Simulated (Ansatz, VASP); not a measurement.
**As: VASP beside Ansatz**

INCAR

```
SYSTEM = As
PREC = Accurate
ENCUT = 520
EDIFF = 1E-8
ISMEAR = -1
SIGMA = 0.05
LREAL = .False.
LASPH = .True.
NELM = 60
ALGO = Normal
ISIF = 2
LWAVE = .False.
LCHARG = .False.
GGA = CA
LEFG = .True.
NBANDS = 12
```

KPOINTS

```
regular mesh
0
Gamma
  9 9 9
  0 0 0
```

The input POSCAR:

```
As
1.0
    0.0000000000      2.8744485395      2.8744485395
    2.8744485395      0.0000000000      2.8744485395
    2.8744485395      2.8744485395      0.0000000000
As
2
Direct
   -0.1475000000     -0.1175000000     -0.1175000000
    0.1475000000      0.1175000000      0.1175000000
```

Input for Ansatz:

```yaml
crystal:
  lattice:
    - [0.0, 2.8744485395, 2.8744485395]
    - [2.8744485395, 0.0, 2.8744485395]
    - [2.8744485395, 2.8744485395, 0.0]
  atoms:
    - { symbol: As, position: [-0.1475, -0.1175, -0.1175] }
    - { symbol: As, position: [0.1475, 0.1175, 0.1175] }
kpoints:
  mp_grid: { grid: [9, 9, 9] }
scf:
  occupations: { method: fermi_dirac, width: 0.05 }
hamiltonian:
  xc: lda
  pseudopotentials: { kind: paw }
output:
  forces: true
  stress: true
  eigenvalues: true
  efg: { contact_densities: true }
  populations: true
```

Change from the starting cell: shortest bond scaled by 0.94, PAW files.

Alike in both runs: task electric field gradients; functional LDA; k mesh 9 × 9 × 9; occupations fermi-dirac, width 0.05 eV; no spin polarisation.

```csv
,VASP,Ansatz
version,VASP 6.6.1,Ansatz 0.2.0
potentials or method,"VASP PAW LDA potentials, release 64 (As)","PAW with Ansatz's default frozen-core files, scalar-relativistic"
plane-wave cutoff (eV),520,420
valence electrons in the cell,10,30
```

```csv
,VASP,Ansatz,Ansatz less VASP
pressure (GPa),8.3,7.8,-0.46
"traceless stress, the component that is largest in VASP (GPa)",-3.60,-3.49,+0.117
rms of the force components (eV/Å),0.551,0.530,-0.0204
size of Vzz on the site where it differs most (V/Å²),9.5,5.5,-3.96
```

LDA's correlation is that of Perdew and Zunger in VASP and of Perdew and Wang (1992) in Ansatz. Atom by atom the forces differ by 0.020 eV/Å (rms over components). VASP's potentials hold 10 valence electrons a cell and Ansatz's 30, so a difference there can come from the potentials and not from the codes.
